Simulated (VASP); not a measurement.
Write the native input for VASP 6.6.1 that does the following.

| Property | Result |
| --- | --- |
| Task | single point |
| Functional | PBE |
| Potentials or basis | VASP PAW PBE potentials, release 64 (Ge_d) |
| Cutoff | 520 eV |
| k mesh | 10 × 10 × 10 |
| Occupations | fermi-dirac, width 0.05 eV |
| Spin | no spin polarisation |
| Dipole correction | no |
| Further INCAR settings | ALGO = Normal; EDIFF = 1e-06; NBANDS = 21 |

The structure of Ge lies in POSCAR:

```
Ge
1.0
    0.0000000000      2.8806718049      2.8806718049
    2.8806718049      0.0000000000      2.8806718049
    2.8806718049      2.8806718049      0.0000000000
Ge
2
Direct
    0.0000000000      0.0000000000      0.0000000000
    0.2500000000      0.2500000000      0.2500000000
```

One way to write it, as run:

INCAR

```
SYSTEM = Ge
PREC = Accurate
ENCUT = 520
EDIFF = 1E-6
ISMEAR = -1
SIGMA = 0.05
LREAL = .False.
LASPH = .True.
NELM = 60
ALGO = Normal
ISIF = 2
LWAVE = .False.
LCHARG = .False.
GGA = PE
NBANDS = 21
```

KPOINTS

```
regular mesh
0
Gamma
  10 10 10
  0 0 0
```

Potentials or basis: VASP PAW PBE potentials, release 64 (Ge_d).

Run with:

```sh
$ cat potpaw_PBE.64/Ge_d/POTCAR > POTCAR
$ mpirun -np 1 vasp_std > vasp.out
```

It gave:

| Item | Value |
| --- | --- |
| Pressure | 0.0 GPa |
| Band gap on the k mesh | zero (filled and empty bands touch) |

Wall time 18 s on 1 thread of Intel(R) Xeon(R) 6975P-C (Granite Rapids), on a shared host, peak memory 0.18 GiB.
